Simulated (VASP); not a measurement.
# Cu (I4/mmm) in VASP: further runs

The runs below take Cu through single point, with r2SCAN.

Program: VASP 6.6.1. These are calculated values, not measurements. Logs are shortened: lines on timing, memory, paths and dates and some standing lists are left out, and cuts for length are marked.

## (1) The cell of the first run

It takes space group I4/mmm (No. 139, tetragonal). Conventional cell: a = 2.556 Å, b = 2.556 Å, c = 3.470 Å, α = 90.00°, β = 90.00°, γ = 90.00°. Within 3.3 Å of Cu (site symmetry 4/mmm) lie 12 Cu at 2.51 to 2.56 Å.

## (2) Single point, r2SCAN (strain -0.0400 x Voigt [1, 0, 0, 0, 0, 0])

The input, POSCAR:

```
Cu
1.0
    0.0000000000      1.8075000000      1.8075000000
    1.7352000000      0.0000000000      1.8075000000
    1.7352000000      1.8075000000      0.0000000000
Cu
1
Direct
    0.0000000000      0.0000000000      0.0000000000
```

The input, INCAR.step1:

```
  ALGO = Normal
  EDIFF = 1E-4
  ENCUT = 520
  GGA = PE
  ISMEAR = 0
  LASPH = T
  LCHARG = F
  LREAL = F
  LWAVE = T
  NBANDS = 12
  NELM = 100
  PREC = Accurate
  SIGMA = 0.15
```

The input, INCAR.step2:

```
  ALGO = Normal
  EDIFF = 1E-6
  ENCUT = 520
  ISIF = 2
  ISMEAR = 0
  ISTART = 1
  LASPH = T
  LCHARG = F
  LMIXTAU = T
  LREAL = F
  LWAVE = F
  METAGGA = R2SCAN
  NBANDS = 12
  NELM = 100
  PREC = Accurate
  SIGMA = 0.15
```

The input, KPOINTS:

```
k-points
0
Gamma
  22 22 22
```

Potentials or basis: VASP PAW PBE potentials, release 64 (Cu).

On the command line:

```console
> cat potpaw_PBE.64/Cu/POTCAR > POTCAR
> cp INCAR.step1 INCAR
> mpirun -np 1 vasp_std > vasp.out
> cp INCAR.step2 INCAR
> mpirun -np 1 vasp_std > vasp.out
```

OUTCAR:

```text
EDIFF = 1E-6
   ENCUT = 520
   ISIF = 2
   ISMEAR = 0
   ISTART = 1
   LASPH = T
   LREAL = F
   METAGGA = R2SCAN
   NELM = 100
   PREC = Accurate

 ion  position               nearest neighbor table
   1  0.000  0.000  0.000-

  LATTYP: Found a body centered tetragonal cell.
 ALAT       =     2.5561910140
 C/A-ratio  =     1.3576450199

  Lattice vectors:

 A1 = (  -1.7352000000,   0.0000000000,  -1.8075000000)
 A2 = (  -1.7352000000,   0.0000000000,   1.8075000000)
 A3 = (   1.7352000000,   1.8075000000,   0.0000000000)

Analysis of symmetry for initial positions (statically):
=====================================================================
 Subroutine PRICEL returns:
 Original cell was already a primitive cell.

 Routine SETGRP: Setting up the symmetry group for a
 body centered tetragonal supercell.

 Subroutine GETGRP returns: Found 16 space group operations
 (whereof 16 operations were pure point group operations)
 out of a pool of 16 trial point group operations.

The static configuration has the point symmetry D_4h.

Analysis of symmetry for dynamics (positions and initial velocities):
=====================================================================
 Subroutine PRICEL returns:
 Original cell was already a primitive cell.

 Routine SETGRP: Setting up the symmetry group for a
 body centered tetragonal supercell.

 Subroutine GETGRP returns: Found 16 space group operations
 (whereof 16 operations were pure point group operations)
 out of a pool of 16 trial point group operations.

The dynamic configuration has the point symmetry D_4h.

 Subroutine INISYM returns: Found 16 space group operations
 (whereof 16 operations are pure point group operations),
 and found     1 'primitive' translations

----------------------------------------------------------------------------------------

                                     Primitive cell

  volume of cell :      11.3380

  direct lattice vectors                    reciprocal lattice vectors
     0.000000000  1.807500000  1.807500000    -0.288151222  0.276625173  0.276625173
     1.735200000  0.000000000  1.807500000     0.288151222 -0.276625173  0.276625173
     1.735200000  1.807500000  0.000000000     0.288151222  0.276625173 -0.276625173

  length of vectors
     2.556191014  2.505588811  2.505588811     0.485874571  0.485874571  0.485874571

  position of ions in fractional coordinates (direct lattice)
     0.000000000  0.000000000  0.000000000

  ion indices of the primitive-cell ions
   primitive index   ion index
[... 75 lines left out ...]
   EDIFFG = 0.1E-04   stopping-criterion for IOM
   NSW    =      0    number of steps for IOM
   IBRION =     -1    ionic relax: 0-MD 1-quasi-New 2-CG
   NFREE  =      0    steps in history (QN), initial steepest desc. (CG)
   ISIF   =      2    stress and relaxation
   ISYM   =      2    0-nonsym 1-usesym 2-fastsym
   POTIM  = 0.5000    time-step for ionic-motion
   TEBEG  =    0.0;   TEEND  =   0.0 temperature during run
   PSTRESS=    0.0 pullay stress
   NELECT =      11.0000    total number of electrons
   NUPDOWN=      -1.0000    fix difference up-down
   EMIN   =  10.00;   EMAX   =-10.00  energy-range for DOS
   EFERMI =   0.00;   METHOD = LEGACY
   ISMEAR =     0;   SIGMA  =   0.15  broadening in eV -4-tet -1-fermi 0-gaus
   EFERMI_NEDOS =   21; number of points for ismear=-14 and -15
   IALGO  =     38    algorithm
   IMIX   =      4    mixing-type and parameters
     AMIX     =   0.40;   BMIX     =  1.00
     AMIX_MAG =   1.60;   BMIX_MAG =  1.00
  volume/ion in A,a.u.               =      11.34        76.51
  Fermi-wavevector in a.u.,A,eV,Ry     =   1.620667  3.062616 35.736521  2.626560
  Thomas-Fermi vector in A             =   2.714568
   LORBIT       =      0    0 simple, 1 ext, 2 COOP (PROOUT), +10 PAW based schemes
   METAGGA = R2SCAN    functional components
   LHFCALC =     F    Hartree Fock is set to
   AEXX    =    0.0000 exact exchange contribution
   IVDW    =     0    specifies the selected vdW correction
   LEPSILON=     F    determine dielectric tensor
   LRPA    =     F    only Hartree local field effects (RPA)
 non-spin polarized calculation
 Gauss-broadening in eV      SIGMA  =   0.15
  energy-cutoff  :      520.00
  volume of cell :       11.34
 maximum number of plane-waves:       323
   NGX =  9   NGY =  9   NGZ =  9

 number of electron      11.0000006 magnetization

 Free energy of the ion-electron system (eV)
  ---------------------------------------------------
  ext. energy  EPLUGINS =         0.00000000
  ---------------------------------------------------
  free energy    TOTEN  =       -10.82585020 eV

  energy without entropy =      -10.82330175  energy(sigma->0) =      -10.82457598

 E-fermi :   7.9154     XC(G=0): -14.0207

 val. band max:        7.9074068697   @ k =   0.3182   0.5000   0.1364
 cond. band min:       7.9172942043   @ k =  -0.2273   0.2727   0.1364
 fundamental gap:      0.0098873347
 Fermi energy:         7.9153748884

 k-point     1 :       0.0000    0.0000    0.0000
  band No.  band energies     occupation
      1      -2.0843      2.00000
      2       4.5797      2.00000
      3       4.5798      2.00000
      4       4.7825      2.00000
      5       5.4079      2.00000
      6       5.6097      2.00000
      7      31.6676      0.00000
      8      34.9193      0.00000
      9      34.9195      0.00000
     10      35.1862      0.00000
     11      37.3604      0.00000
     12      37.4871      0.00000
[... 331 lines left out ...]
 k-point    24 :      -0.4545    0.0455    0.0000
  band No.  band energies     occupation
      1       2.4622      2.00000
      2       4.4792      2.00000
      3       4.7182      2.00000
      4       5.7891      2.00000
      5       6.0906      2.00000
      6       7.0184      2.00000
      7      12.3803      0.00000
      8      28.9296      0.00000
      9      30.5430      0.00000
     10      32.4682      0.00000
     11      34.9191      0.00000
     12      35.9144      0.00000

 [... further k-points ...]
[... 5 lines left out ...]
  --------------------------------------------------------------------------------------
  -------------------------------------------------------------------------------------
  Total        0.2562298      0.1010815      0.1010815      0.0000000      0.0000000      0.0000000
  in kB       36.2079593     14.2838741     14.2838741      0.0000000      0.0000000      0.0000000
  external PRESSURE =      21.5919025 kB  Pullay stress =       0.0000000 kB

 VOLUME and BASIS-vectors are now :
 -----------------------------------------------------------------------------
  energy-cutoff  :      520.00
  volume of cell :       11.34
      direct lattice vectors                 reciprocal lattice vectors
     0.000000000  1.807500000  1.807500000    -0.288151222  0.276625173  0.276625173
     1.735200000  0.000000000  1.807500000     0.288151222 -0.276625173  0.276625173
     1.735200000  1.807500000  0.000000000     0.288151222  0.276625173 -0.276625173

 POSITION                                       TOTAL-FORCE (eV/Angst)
 -----------------------------------------------------------------------------------
      0.00000      0.00000      0.00000         0.000000      0.000000     -0.000000
 -----------------------------------------------------------------------------------
    total drift:                                0.000000      0.000000      0.000000

  FREE ENERGIE OF THE ION-ELECTRON SYSTEM (eV)
  ---------------------------------------------------
  free  energy   TOTEN  =       -10.8258502035 eV

  energy  without entropy=      -10.8233017503  energy(sigma->0) =      -10.82457598
```

OSZICAR.step1:

```text
N       E                     dE             d eps       ncg     rms          rms(c)
DAV:   1     0.419676375029E+02    0.41968E+02   -0.53792E+03 22316   0.155E+03
DAV:   2    -0.334430434664E+01   -0.45312E+02   -0.41771E+02 20636   0.205E+02
DAV:   3    -0.462129831545E+01   -0.12770E+01   -0.12685E+01 23412   0.394E+01
DAV:   4    -0.462893528652E+01   -0.76370E-02   -0.76356E-02 22600   0.268E+00
DAV:   5    -0.462900386041E+01   -0.68574E-04   -0.68572E-04 23568   0.260E-01    0.774E+00
DAV:   6    -0.406122283192E+01    0.56778E+00   -0.13925E+01 23824   0.716E+01    0.369E+00
DAV:   7    -0.372398153620E+01    0.33724E+00   -0.21262E+00 23840   0.278E+01    0.625E-01
DAV:   8    -0.371137397349E+01    0.12608E-01   -0.44292E-03 23736   0.797E-01    0.274E-01
DAV:   9    -0.371004281007E+01    0.13312E-02   -0.79033E-03 25128   0.156E+00    0.279E-02
DAV:  10    -0.371004636539E+01   -0.35553E-05   -0.23960E-05 12360   0.878E-02
   1 F= -.37100464E+01 E0= -.37086831E+01  d E =-.272662E-02
```

It took 7.2 min on 1 thread of Intel Xeon 8259CL, shared host; peak memory 0.22 GiB.

What came out:

```
Free energy            : -10.8259 eV
Pressure               : 2.2 GPa
Band gap on the k mesh : zero (an odd number of electrons rules out a gap without spin polarisation)
```

Stress tensor (GPa, compression positive):
```
3.62 0.00 0.00
0.00 1.43 0.00
0.00 0.00 1.43
```

Caveat: the cell differs from its parent crystal (strain -0.0400 x Voigt [1, 0, 0, 0, 0, 0]); the PAW data sets were made with another functional, which shifts forces and pressure a little.

## (3) Single point, r2SCAN (strain -0.0300 x Voigt [1, 0, 0, 0, 0, 0])

The input, POSCAR:

```
Cu
1.0
    0.0000000000      1.8075000000      1.8075000000
    1.7532750000      0.0000000000      1.8075000000
    1.7532750000      1.8075000000      0.0000000000
Cu
1
Direct
    0.0000000000      0.0000000000      0.0000000000
```

The input, INCAR.step1:

```
PREC = Accurate
ENCUT = 520
ISMEAR = 0
SIGMA = 0.15
LREAL = F
LASPH = T
NELM = 80
NBANDS = 12
GGA = PE
ALGO = Normal
EDIFF = 1E-4
LWAVE = T
LCHARG = F
```

The input, INCAR.step2:

```
PREC = Accurate
ENCUT = 520
EDIFF = 1E-7
ISMEAR = 0
SIGMA = 0.15
LREAL = F
LASPH = T
NELM = 80
ALGO = Normal
ISIF = 2
LWAVE = F
LCHARG = T
METAGGA = R2SCAN
LMIXTAU = T
LELF = T
LVHAR = T
NBANDS = 12
ISTART = 1
```

The input, KPOINTS:

```
regular mesh
0
Gamma
  22 22 22
```

Potentials or basis: VASP PAW PBE potentials, release 64 (Cu).

On the command line:

```console
> cat potpaw_PBE.64/Cu/POTCAR > POTCAR
> cp INCAR.step1 INCAR
> mpirun -np 1 vasp_std > vasp.out
> cp INCAR.step2 INCAR
> mpirun -np 1 vasp_std > vasp.out
```

OUTCAR:

```text
PREC = Accurate
   ENCUT = 520
   EDIFF = 1E-7
   ISMEAR = 0
   LREAL = F
   LASPH = T
   NELM = 80
   ISIF = 2
   METAGGA = R2SCAN
   ISTART = 1

 ion  position               nearest neighbor table
   1  0.000  0.000  0.000-

  LATTYP: Found a body centered tetragonal cell.
 ALAT       =     2.5561910140
 C/A-ratio  =     1.3717871555

  Lattice vectors:

 A1 = (  -1.7532750000,   0.0000000000,  -1.8075000000)
 A2 = (  -1.7532750000,   0.0000000000,   1.8075000000)
 A3 = (   1.7532750000,   1.8075000000,   0.0000000000)

Analysis of symmetry for initial positions (statically):
=====================================================================
 Subroutine PRICEL returns:
 Original cell was already a primitive cell.

 Routine SETGRP: Setting up the symmetry group for a
 body centered tetragonal supercell.

 Subroutine GETGRP returns: Found 16 space group operations
 (whereof 16 operations were pure point group operations)
 out of a pool of 16 trial point group operations.

The static configuration has the point symmetry D_4h.

Analysis of symmetry for dynamics (positions and initial velocities):
=====================================================================
 Subroutine PRICEL returns:
 Original cell was already a primitive cell.

 Routine SETGRP: Setting up the symmetry group for a
 body centered tetragonal supercell.

 Subroutine GETGRP returns: Found 16 space group operations
 (whereof 16 operations were pure point group operations)
 out of a pool of 16 trial point group operations.

The dynamic configuration has the point symmetry D_4h.

 Subroutine INISYM returns: Found 16 space group operations
 (whereof 16 operations are pure point group operations),
 and found     1 'primitive' translations

----------------------------------------------------------------------------------------

                                     Primitive cell

  volume of cell :      11.4561
[... 108 lines left out ...]
  volume/ion in A,a.u.               =      11.46        77.31
  Fermi-wavevector in a.u.,A,eV,Ry     =   1.615078  3.052055 35.490485  2.608477
  Thomas-Fermi vector in A             =   2.709884
   LORBIT       =      0    0 simple, 1 ext, 2 COOP (PROOUT), +10 PAW based schemes
   METAGGA = R2SCAN    functional components
   LHFCALC =     F    Hartree Fock is set to
   AEXX    =    0.0000 exact exchange contribution
   IVDW    =     0    specifies the selected vdW correction
   LEPSILON=     F    determine dielectric tensor
   LRPA    =     F    only Hartree local field effects (RPA)
 non-spin polarized calculation
 Gauss-broadening in eV      SIGMA  =   0.15
  energy-cutoff  :      520.00
  volume of cell :       11.46
 maximum number of plane-waves:       323
   NGX =  9   NGY =  9   NGZ =  9

 number of electron      11.0000008 magnetization

 Free energy of the ion-electron system (eV)
  ---------------------------------------------------
  ext. energy  EPLUGINS =         0.00000000
  ---------------------------------------------------
  free energy    TOTEN  =       -10.82788170 eV

  energy without entropy =      -10.82533586  energy(sigma->0) =      -10.82660878

 E-fermi :   7.7785     XC(G=0): -13.9501

 val. band max:        7.7729019716   @ k =   0.5000   0.1818   0.0455
 cond. band min:       7.7952310338   @ k =   0.5000   0.3636   0.1364
 fundamental gap:      0.0223290622
 Fermi energy:         7.7785483710

 k-point     1 :       0.0000    0.0000    0.0000
  band No.  band energies     occupation
      1      -2.1328      2.00000
      2       4.4973      2.00000
      3       4.4973      2.00000
      4       4.6479      2.00000
      5       5.3238      2.00000
      6       5.4734      2.00000
      7      31.4332      0.00000
      8      34.6378      0.00000
      9      34.6380      0.00000
     10      34.8217      0.00000
     11      37.0587      0.00000
     12      37.1489      0.00000
[... 331 lines left out ...]
 k-point    24 :      -0.4545    0.0455   -0.0000
  band No.  band energies     occupation
      1       2.3914      2.00000
      2       4.4091      2.00000
      3       4.5923      2.00000
      4       5.6765      2.00000
      5       5.9729      2.00000
      6       6.8991      2.00000
      7      12.1923      0.00000
      8      28.8122      0.00000
      9      30.4110      0.00000
     10      31.8755      0.00000
     11      34.7100      0.00000
     12      35.5496      0.00000

 [... further k-points ...]
[... 5 lines left out ...]
  --------------------------------------------------------------------------------------
  -------------------------------------------------------------------------------------
  Total        0.1085825     -0.0123090     -0.0123090      0.0000000      0.0000000      0.0000000
  in kB       15.1856637     -1.7214625     -1.7214625      0.0000000      0.0000000      0.0000000
  external PRESSURE =       3.9142462 kB  Pullay stress =       0.0000000 kB

 VOLUME and BASIS-vectors are now :
 -----------------------------------------------------------------------------
  energy-cutoff  :      520.00
  volume of cell :       11.46
      direct lattice vectors                 reciprocal lattice vectors
     0.000000000  1.807500000  1.807500000    -0.285180591  0.276625173  0.276625173
     1.753275000  0.000000000  1.807500000     0.285180591 -0.276625173  0.276625173
     1.753275000  1.807500000  0.000000000     0.285180591  0.276625173 -0.276625173

 POSITION                                       TOTAL-FORCE (eV/Angst)
 -----------------------------------------------------------------------------------
      0.00000      0.00000      0.00000        -0.000000      0.000000      0.000000
 -----------------------------------------------------------------------------------
    total drift:                                0.000000     -0.000000      0.000000

  FREE ENERGIE OF THE ION-ELECTRON SYSTEM (eV)
  ---------------------------------------------------
  free  energy   TOTEN  =       -10.8278817047 eV

  energy  without entropy=      -10.8253358606  energy(sigma->0) =      -10.82660878
```

It took 7.7 min on 1 thread of Intel Xeon 8259CL, shared host; peak memory 0.22 GiB.

What came out:

* Free energy: -10.8279 eV
* Pressure: 0.4 GPa
* Band gap on the k mesh: zero (an odd number of electrons rules out a gap without spin polarisation)

Levels at points of the mesh, in eV from the Fermi level:
```tsv
k point	band 4	band 5	band 6	band 7	band 8	band 9
(0.00, 0.00, 0.00)	-3.13	-2.45	-2.31	23.65	26.86	26.86
(0.50, 0.00, 0.00)	-1.79	-1.73	-1.14	4.14	21.94	23.12
(0.50, 0.50, 0.00)	-1.66	-1.56	1.33	7.38	14.26	14.29
(0.00, 0.50, 0.50)	-1.59	-1.59	2.05	8.21	13.50	13.50
```

Caveat: the cell differs from its parent crystal (strain -0.0300 x Voigt [1, 0, 0, 0, 0, 0]); the PAW data sets were made with another functional, which shifts forces and pressure a little.
